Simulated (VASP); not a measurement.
# Ba2BCl (P6/mmm) in VASP: notebook

Ba2BCl is run at these levels: PBE; tasks: single point, relaxation of cell and atoms.

Program: VASP 6.6.1. These are calculated values, not measurements. Logs are shortened: lines on timing, memory, paths and dates and some standing lists are left out, and cuts for length are marked.

## Step 1: The cell of the first run

Symmetry: P6/mmm, No. 191, hexagonal system. Conventional cell: a = 5.552 Å, b = 5.552 Å, c = 5.425 Å, α = 90.00°, β = 90.00°, γ = 120.00°. Within 4.2 Å of Ba (site symmetry -6m2) lie 3 Ba at 3.21 Å and 3 B at 3.21 Å and 6 Cl at 4.20 Å. Within 3.6 Å of B (site symmetry 6/mmm) lie 2 Cl at 2.71 Å and 6 Ba at 3.21 Å. Cl (site symmetry 6/mmm) has 2 B at 2.71 Å within 3.6 Å.

The cell was built from a structure type or drawn by symmetry, and may not be a known phase.

## Step 2: Single point, PBE

File INCAR:

```
PREC = Accurate ; ENCUT = 520
EDIFF = 1E-6 ; ISMEAR = 0
SIGMA = 0.1 ; LREAL = F
LASPH = T ; NELM = 100
ALGO = Normal ; ISIF = 2
LWAVE = F ; LCHARG = F
GGA = PE ; NBANDS = 23
```

File KPOINTS:

```
regular mesh
0
Gamma
  12 12 8
```

File POSCAR:

```
Ba2BCl
1.0
    5.5523916294      0.0000000000      0.0000000000
   -2.7761958147      4.8085122028      0.0000000000
    0.0000000000      0.0000000000      5.4246432816
Ba B Cl
2 1 1
Direct
    0.3333333333      0.6666666667      0.0000000000
    0.6666666667      0.3333333333      0.0000000000
    0.0000000000      0.0000000000      0.0000000000
    0.0000000000      0.0000000000      0.5000000000
```

Potentials or basis: VASP PAW PBE potentials, release 64 (Ba_sv, B, Cl).

Command:

```sh
cat potpaw_PBE.64/Ba_sv/POTCAR potpaw_PBE.64/B/POTCAR potpaw_PBE.64/Cl/POTCAR > POTCAR
mpirun -np 1 vasp_std > vasp.out
```

OUTCAR:

```text
PREC = Accurate
   ENCUT = 520
   EDIFF = 1E-6
   ISMEAR = 0
   LREAL = F
   LASPH = T
   NELM = 100
   ISIF = 2
   GGA = PE

 ion  position               nearest neighbor table
   1  0.333  0.667  0.000-   2 3.21   3 3.21   2 3.21   3 3.21   3 3.21   2 3.21
   2  0.667  0.333  0.000-   1 3.21   3 3.21   1 3.21   3 3.21   3 3.21   1 3.21
   3  0.000  0.000  0.000-   1 3.21   2 3.21   1 3.21   2 3.21   2 3.21   1 3.21
   4  0.000  0.000  0.500-

  LATTYP: Found a hexagonal cell.
 ALAT       =     5.5523916294
 C/A-ratio  =     0.9769921943

  Lattice vectors:

 A1 = (   5.5523916294,   0.0000000000,   0.0000000000)
 A2 = (  -2.7761958147,   4.8085122028,   0.0000000000)
 A3 = (   0.0000000000,   0.0000000000,   5.4246432816)

Analysis of symmetry for initial positions (statically):
=====================================================================
 Subroutine PRICEL returns:
 Original cell was already a primitive cell.

 Routine SETGRP: Setting up the symmetry group for a
 hexagonal supercell.

 Subroutine GETGRP returns: Found 24 space group operations
 (whereof 24 operations were pure point group operations)
 out of a pool of 24 trial point group operations.

The static configuration has the point symmetry D_6h.

Analysis of symmetry for dynamics (positions and initial velocities):
=====================================================================
 Subroutine PRICEL returns:
 Original cell was already a primitive cell.

 Routine SETGRP: Setting up the symmetry group for a
 hexagonal supercell.

 Subroutine GETGRP returns: Found 24 space group operations
 (whereof 24 operations were pure point group operations)
 out of a pool of 24 trial point group operations.

The dynamic configuration has the point symmetry D_6h.

 Subroutine INISYM returns: Found 24 space group operations
 (whereof 24 operations are pure point group operations),
 and found     1 'primitive' translations

----------------------------------------------------------------------------------------

                                     Primitive cell

  volume of cell :     144.8312

  direct lattice vectors                    reciprocal lattice vectors
     5.552391629  0.000000000  0.000000000     0.180102570  0.103982267  0.000000000
    -2.776195815  4.808512203  0.000000000     0.000000000  0.207964534  0.000000000
     0.000000000  0.000000000  5.424643282     0.000000000  0.000000000  0.184343919

  length of vectors
     5.552391629  5.552391629  5.424643282     0.207964534  0.207964534  0.184343919

  position of ions in fractional coordinates (direct lattice)
     0.333333333  0.666666667  0.000000000
     0.666666667  0.333333333  0.000000000
     0.000000000  0.000000000  0.000000000
     0.000000000  0.000000000  0.500000000

  ion indices of the primitive-cell ions
   primitive index   ion index
                 1           1
                 2           2
                 3           3
                 4           4

----------------------------------------------------------------------------------------

 KPOINTS: regular mesh

Automatic generation of k-mesh.
 Grid dimensions read from file:
 generate k-points for:   12   12    8

 Generating k-lattice:

  Cartesian coordinates                     Fractional coordinates (reciprocal lattice)
     0.015008547  0.008665189  0.000000000     0.083333333  0.000000000  0.000000000
     0.000000000  0.017330378  0.000000000     0.000000000  0.083333333  0.000000000
     0.000000000  0.000000000  0.023042990     0.000000000  0.000000000  0.125000000

  Length of vectors
     0.017330378  0.017330378  0.023042990

  Shift w.r.t. Gamma in fractional coordinates (k-lattice)
     0.000000000  0.000000000  0.000000000

 Subroutine IBZKPT returns following result:
 ===========================================

 Found     95 irreducible k-points:

 Following reciprocal coordinates:
            Coordinates               Weight
  0.000000  0.000000  0.000000      1.000000
  0.083333 -0.000000  0.000000      6.000000
  0.166667 -0.000000  0.000000      6.000000
  0.250000 -0.000000  0.000000      6.000000
  0.333333 -0.000000  0.000000      6.000000
  0.416667 -0.000000  0.000000      6.000000
[... 16 lines left out ...]
  0.250000 -0.000000  0.125000     12.000000
  0.333333 -0.000000  0.125000     12.000000
 [... further k-points ...]
   k-points           NKPTS =     95   k-points in BZ     NKDIM =     95   number of bands    NBANDS=     23
   number of dos      NEDOS =    301   number of ions     NIONS =      4
   total plane-waves  NPLWV =  70560
   dimension x,y,z NGX =    42 NGY =   42 NGZ =   40
   dimension x,y,z NGXF=    84 NGYF=   84 NGZF=   80
   ions per type =               2   1   1
   NGX,Y,Z   is equivalent  to a cutoff of  12.58, 12.58, 12.26 a.u.
   NGXF,Y,Z  is equivalent  to a cutoff of  25.15, 25.15, 24.52 a.u.
 SYSTEM =  unknown system
   PREC   = accura    normal or accurate (medium, high low for compatibility)
   ISTART =      0    job   : 0-new  1-cont  2-samecut
   ICHARG =      2    charge: 1-file 2-atom 10-const
   ISPIN  =      1    spin polarized calculation?
   LNONCOLLINEAR =      F non collinear calculations
   LSORBIT =      F    spin-orbit coupling
   LASPH  =      T    aspherical Exc in radial PAW
   ENCUT  =  520.0 eV  38.22 Ry    6.18 a.u.  10.32 10.32 10.09*2*pi/ulx,y,z
   NELM   =    100;   NELMIN=  2; NELMDL= -5     # of ELM steps
   EDIFF  = 0.1E-05   stopping-criterion for ELM
   LREAL  =      F    real-space projection
   EDIFFG = 0.1E-04   stopping-criterion for IOM
   NSW    =      0    number of steps for IOM
   IBRION =     -1    ionic relax: 0-MD 1-quasi-New 2-CG
   NFREE  =      0    steps in history (QN), initial steepest desc. (CG)
   ISIF   =      2    stress and relaxation
   ISYM   =      2    0-nonsym 1-usesym 2-fastsym
   POTIM  = 0.5000    time-step for ionic-motion
   TEBEG  =    0.0;   TEEND  =   0.0 temperature during run
   PSTRESS=    0.0 pullay stress
   NELECT =      30.0000    total number of electrons
   NUPDOWN=      -1.0000    fix difference up-down
   EMIN   =  10.00;   EMAX   =-10.00  energy-range for DOS
   EFERMI =   0.00;   METHOD = LEGACY
   ISMEAR =     0;   SIGMA  =   0.10  broadening in eV -4-tet -1-fermi 0-gaus
   EFERMI_NEDOS =   21; number of points for ismear=-14 and -15
   IALGO  =     38    algorithm
   IMIX   =      4    mixing-type and parameters
     AMIX     =   0.40;   BMIX     =  1.00
     AMIX_MAG =   1.60;   BMIX_MAG =  1.00
  volume/ion in A,a.u.               =      36.21       244.34
  Fermi-wavevector in a.u.,A,eV,Ry     =   0.968637  1.830459 12.765782  0.938258
  Thomas-Fermi vector in A             =   2.098623
   LORBIT       =      0    0 simple, 1 ext, 2 COOP (PROOUT), +10 PAW based schemes
   GGA     = PE    functional components
   LHFCALC =     F    Hartree Fock is set to
   AEXX    =    0.0000 exact exchange contribution
   IVDW    =     0    specifies the selected vdW correction
   LEPSILON=     F    determine dielectric tensor
   LRPA    =     F    only Hartree local field effects (RPA)
 non-spin polarized calculation
 Gauss-broadening in eV      SIGMA  =   0.10
  energy-cutoff  :      520.00
  volume of cell :      144.83
 maximum number of plane-waves:      3932
 NGX is ok and might be reduce to    42
   NGX = 21   NGY = 21   NGZ = 21

 number of electron      29.9999999 magnetization

 Free energy of the ion-electron system (eV)
  ---------------------------------------------------
  ext. energy  EPLUGINS =         0.00000000
  ---------------------------------------------------
  free energy    TOTEN  =       -10.24803724 eV

  energy without entropy =      -10.22933271  energy(sigma->0) =      -10.23868498

 E-fermi :   2.5004     XC(G=0):  -7.8096

 val. band max:        2.4958813498   @ k =   0.1667   0.1667   0.0000
 cond. band min:       2.5017743255   @ k =   0.0833   0.0833   0.2500
 fundamental gap:      0.0058929757
 Fermi energy:         2.5003928286

 k-point     1 :       0.0000    0.0000    0.0000
  band No.  band energies     occupation
      1     -26.7441      2.00000
      2     -26.0187      2.00000
      3     -13.1773      2.00000
      4     -12.6253      2.00000
      5     -12.6253      2.00000
      6     -12.0865      2.00000
[... 15 lines left out ...]
     22       5.9241      0.00000
     23       5.9503      0.00000

 k-point     2 :       0.0833   -0.0000    0.0000
  band No.  band energies     occupation
      1     -26.7341      2.00000
      2     -26.0307      2.00000
      3     -13.1780      2.00000
      4     -12.6397      2.00000
      5     -12.6027      2.00000
      6     -12.0766      2.00000
[... 15 lines left out ...]
     22       5.9065      0.00000
     23       5.9981      0.00000

 k-point     3 :       0.1667   -0.0000    0.0000
  band No.  band energies     occupation
      1     -26.7047      2.00000
      2     -26.0654      2.00000
      3     -13.1811      2.00000
      4     -12.6778      2.00000
      5     -12.5368      2.00000
      6     -12.0480      2.00000
[... 15 lines left out ...]
     22       5.8703      0.00000
     23       6.3923      0.00000

 k-point     4 :       0.2500   -0.0000    0.0000
  band No.  band energies     occupation
      1     -26.6586      2.00000
      2     -26.1188      2.00000
      3     -13.1875      2.00000
      4     -12.7266      2.00000
      5     -12.4364      2.00000
      6     -12.0033      2.00000
[... 15 lines left out ...]
     22       5.8538      0.00000
     23       6.7760      0.00000

 k-point     5 :       0.3333   -0.0000    0.0000
  band No.  band energies     occupation
      1     -26.6012      2.00000
      2     -26.1835      2.00000
      3     -13.1956      2.00000
      4     -12.7724      2.00000
      5     -12.3208      2.00000
      6     -11.9477      2.00000
[... 434 lines left out ...]
 k-point    22 :       0.1667   -0.0000    0.1250
  band No.  band energies     occupation
      1     -26.7045      2.00000
      2     -26.0653      2.00000
      3     -13.1828      2.00000
      4     -12.6773      2.00000
      5     -12.5367      2.00000
      6     -12.0478      2.00000
[... 15 lines left out ...]
     22       5.8789      0.00000
     23       6.3796      0.00000

 k-point    23 :       0.2500   -0.0000    0.1250
  band No.  band energies     occupation
      1     -26.6585      2.00000
      2     -26.1187      2.00000
      3     -13.1868      2.00000
      4     -12.7261      2.00000
      5     -12.4375      2.00000
      6     -12.0047      2.00000
[... 15 lines left out ...]
     22       5.8522      0.00000
     23       6.7173      0.00000

 k-point    24 :       0.3333   -0.0000    0.1250
  band No.  band energies     occupation
      1     -26.6011      2.00000
      2     -26.1833      2.00000
      3     -13.1924      2.00000
      4     -12.7718      2.00000
      5     -12.3241      2.00000
      6     -11.9509      2.00000
[... 15 lines left out ...]
     22       5.8814      0.00000
     23       6.8104      0.00000

 [... further k-points ...]

------------------------ aborting loop because EDIFF is reached ----------------------------------------

  FORCE on cell =-STRESS in cart. coord.  units (eV):
  Direction    XX          YY          ZZ          XY          YZ          ZX
  --------------------------------------------------------------------------------------
  -------------------------------------------------------------------------------------
  Total        0.8013709      0.8013709     -0.0129205      0.0000000      0.0000000      0.0000000
  in kB        8.8650692      8.8650692     -0.1429314      0.0000000      0.0000000      0.0000000
  external PRESSURE =       5.8624023 kB  Pullay stress =       0.0000000 kB

 VOLUME and BASIS-vectors are now :
 -----------------------------------------------------------------------------
  energy-cutoff  :      520.00
  volume of cell :      144.83
      direct lattice vectors                 reciprocal lattice vectors
     5.552391629  0.000000000  0.000000000     0.180102570  0.103982267  0.000000000
    -2.776195815  4.808512203  0.000000000     0.000000000  0.207964534  0.000000000
     0.000000000  0.000000000  5.424643282     0.000000000  0.000000000  0.184343919

 POSITION                                       TOTAL-FORCE (eV/Angst)
 -----------------------------------------------------------------------------------
     -0.00000      3.20567      0.00000         0.000000      0.000000     -0.000000
      2.77620      1.60284      0.00000        -0.000000      0.000000      0.000000
      0.00000      0.00000      0.00000        -0.000000      0.000000      0.000000
      0.00000      0.00000      2.71232        -0.000000      0.000000      0.000000
 -----------------------------------------------------------------------------------
    total drift:                               -0.000000      0.000000      0.000000

  FREE ENERGIE OF THE ION-ELECTRON SYSTEM (eV)
  ---------------------------------------------------
  free  energy   TOTEN  =       -10.2480372371 eV

  energy  without entropy=      -10.2293327139  energy(sigma->0) =      -10.23868498
```

Run time: 2.4 min. Hardware: 1 thread of Intel Xeon 6975P-C (Granite Rapids), shared host; peak memory 0.46 GiB.

What came out:

```yaml
Free_energy: -10.2480 eV
Pressure: 0.6 GPa
Band_gap_on_the_k_mesh: zero (bands 15 and 16 overlap by 0.86 eV)
```

Caveat: spin-orbit coupling is left out, which moves the levels of the heavy elements.

## Step 3: Relaxation of cell and atoms, PBE

File INCAR:

```
PREC = Accurate
ENCUT = 600
EDIFF = 1E-6
ISMEAR = 0
SIGMA = 0.1
LREAL = False
LASPH = True
NELM = 60
ALGO = Normal
ISIF = 3
LWAVE = False
LCHARG = False
GGA = PE
IBRION = 2
NSW = 100
EDIFFG = -0.01
```

File KPOINTS:

```
Automatic mesh
0
Gamma
  12 12 8
```

File POSCAR:

```
Ba2BCl
1.0
    5.5464102564      0.0000000000      0.0000000000
   -2.7732051282      4.8033321819      0.0000000000
    0.0000000000      0.0000000000      5.4460567305
Ba B Cl
2 1 1
Direct
    0.3333333333      0.6666666667      0.0000000000
    0.6666666667      0.3333333333      0.0000000000
    0.0000000000      0.0000000000      0.0000000000
    0.0000000000      0.0000000000      0.5000000000
```

Potentials or basis: VASP PAW PBE potentials, release 64 (Ba_sv, B, Cl).

Command:

```sh
cat potpaw_PBE.64/Ba_sv/POTCAR potpaw_PBE.64/B/POTCAR potpaw_PBE.64/Cl/POTCAR > POTCAR
mpirun -np 1 vasp_std > vasp.out
```

It took 5.8 min on 1 thread of Intel Xeon 6975P-C (Granite Rapids), shared host; peak memory 0.57 GiB.

The run converged. Its results:

```yaml
Free_energy: -10.2572 eV
Relaxed_volume: 37.10 Å³/atom
Relaxed_cell: a = 5.612 Å, b = 5.612 Å, c = 5.441 Å, α = 90.00°, β = 90.00°, γ = 120.00°
Space_group_after_relaxing_to_0.1_Å: P6/mmm (No. 191)
Energy_gained_by_relaxing: 2.6 meV/atom
Ionic_steps: 3
Pressure_after_relaxing: 0.0 GPa
Band_gap_on_the_k_mesh: zero (bands 15 and 16 overlap by 0.81 eV)
```

Step by step:
```
step  energy change (eV)  largest force (eV/Å)  pressure (GPa)  volume (Å³)
   1              0.0000                0.0000            0.64       145.09
   2             -0.0103                0.0000            0.03       148.12
   3             -0.0104                0.0000           -0.01       148.39
```

Final structure:
```
CELL_PARAMETERS angstrom
5.61156 0.00000 0.00000
-2.80578 4.85975 0.00000
0.00000 0.00000 5.44122
ATOMIC_POSITIONS crystal
Ba 0.33333 0.66667 0.00000
Ba 0.66667 0.33333 0.00000
B 0.00000 0.00000 0.00000
Cl 0.00000 0.00000 0.50000
```

Levels at points of the mesh, in eV from the Fermi level:
```tsv
k point	band 12	band 13	band 14	band 15	band 16	band 17	band 18	band 19
(0.00, 0.00, 0.00)	-3.95	-3.95	-0.72	-0.08	-0.08	1.20	1.20	2.74
(0.50, 0.00, 0.00)	-4.26	-3.98	-0.30	-0.15	0.63	0.68	0.81	1.18
(0.00, 0.00, 0.50)	-3.90	-2.09	-0.47	-0.47	0.59	0.59	0.71	2.07
(0.50, 0.00, 0.50)	-4.01	-1.92	-0.58	-0.54	-0.09	0.69	1.14	2.20
```

Caveat: spin-orbit coupling is left out, which moves the levels of the heavy elements.
